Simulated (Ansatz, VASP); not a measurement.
**Two plane-wave programs on LiNbO3**

File INCAR:

```
SYSTEM = LiNbO3
ALGO = Normal
EDIFF = 1E-6
EDIFFG = -0.005
ENCUT = 600
GGA = PE
IBRION = 2
ISIF = 3
ISMEAR = 0
IVDW = 12
LASPH = .TRUE.
LCHARG = .FALSE.
LREAL = .FALSE.
LWAVE = .FALSE.
NELM = 80
NSW = 70
PREC = Accurate
SIGMA = 0.02
```

The input KPOINTS:

```
k-points
0
G
  6 6 6
  0 0 0
```

File POSCAR:

```
LiNbO3
1.0
    2.5947505979      1.4980799562      4.6714899528
   -2.5947505979      1.4980799562      4.6714899528
    0.0000000000     -2.9961599123      4.6714899528
Li Nb O
2 2 6
Direct
    0.2816011198      0.2816011198      0.2816011198
    0.7816011198      0.7816011198      0.7816011198
    0.0004547361      0.0004547361      0.0004547361
    0.5004547361      0.5004547361      0.5004547361
    0.1104440279      0.3581697208      0.7211453954
    0.7211453954      0.1104440279      0.3581697208
    0.3581697208      0.7211453954      0.1104440279
    0.2211453954      0.8581697208      0.6104440279
    0.8581697208      0.6104440279      0.2211453954
    0.6104440279      0.2211453954      0.8581697208
```

Input for Ansatz:

```yaml
crystal:
  lattice:
    - [2.5947505979, 1.4980799562, 4.6714899528]
    - [-2.5947505979, 1.4980799562, 4.6714899528]
    - [0.0, -2.9961599123, 4.6714899528]
  atoms:
    - { symbol: Li, position: [0.2816011198, 0.2816011198, 0.2816011198] }
    - { symbol: Li, position: [0.7816011198, 0.7816011198, 0.7816011198] }
    - { symbol: Nb, position: [0.0004547361, 0.0004547361, 0.0004547361] }
    - { symbol: Nb, position: [0.5004547361, 0.5004547361, 0.5004547361] }
    - { symbol: O, position: [0.1104440279, 0.3581697208, 0.7211453954] }
    - { symbol: O, position: [0.7211453954, 0.1104440279, 0.3581697208] }
    - { symbol: O, position: [0.3581697208, 0.7211453954, 0.1104440279] }
    - { symbol: O, position: [0.2211453954, 0.8581697208, 0.6104440279] }
    - { symbol: O, position: [0.8581697208, 0.6104440279, 0.2211453954] }
    - { symbol: O, position: [0.6104440279, 0.2211453954, 0.8581697208] }
basis:
  ecutwfc: 420
kpoints:
  mp_grid: { grid: [6, 6, 6] }
hamiltonian:
  xc: pbe
  dispersion: d3bj
scf:
  occupations: { method: gaussian, width: 0.02 }
output:
  forces: true
  stress: true
  eigenvalues: true
relax:
  adjacent_minimum: "off"
  f_tol: 0.005
  max_steps: 50
  cell: { stress_tol: 0.05 }
```

Alike in both runs: task relaxation of cell and atoms; functional PBE; dispersion D3(BJ); k mesh 6 × 6 × 6; occupations gaussian, width 0.02 eV; no spin polarisation.

```csv
,VASP,Ansatz
version,VASP 6.6.1,Ansatz 0.2.0
potentials or method,"VASP PAW PBE potentials, release 64 (Li_sv, Nb_sv, O), cutoff 600 eV","scalar-relativistic, plane waves, PAW"
valence electrons in the cell,68,68
```

```csv
,VASP,Ansatz,Ansatz less VASP
"gap on the k mesh at the Fermi level, each at its own relaxed structure (eV)",3.57,3.59,+0.020
relaxed volume (Å³/atom),10.51,10.56,+0.050
relaxed length of the cell vector where the two differ most in proportion (Å),5.488,5.496,+0.0082
```

Noted on VASP's run: the cutoff is under 1.25 times that of the potentials, so the pressure is a little rough.
